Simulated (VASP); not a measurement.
Crystal: Ag.

```
CELL_PARAMETERS angstrom
1.45314 0.83897 7.10728
-1.45314 0.83897 7.10728
0.00000 -1.67794 7.10728
ATOMIC_POSITIONS crystal
Ag 0.22228 0.22228 0.22228
Ag 0.77772 0.77772 0.77772
Ag 0.00000 0.00000 0.00000
```

Base run:

| Quantity | Value |
| --- | --- |
| Program | VASP 6.6.1 |
| Functional | LDA |
| Potentials or basis | VASP PAW LDA potentials, release 64 (Ag) |
| Cutoff | 520 eV |
| k mesh | 10 × 10 × 10 |
| Occupations | fermi-dirac, width 0.05 eV |
| Spin | no spin polarisation |

Its results: band gap on the k mesh zero (an odd number of electrons rules out a gap without spin polarisation); pressure -8.2 GPa.

Task: The run is repeated on the same cell with these changes: functional from LDA to PBE; potentials or basis from VASP PAW LDA potentials, release 64 (Ag) to VASP PAW PBE potentials, release 64 (Ag). What comes out?

Result: Band gap on the k mesh zero (an odd number of electrons rules out a gap without spin polarisation); pressure 3.2 GPa.

Caveats: the cell stands under tension (at least some runs); the cell stands under pressure (at least some runs).
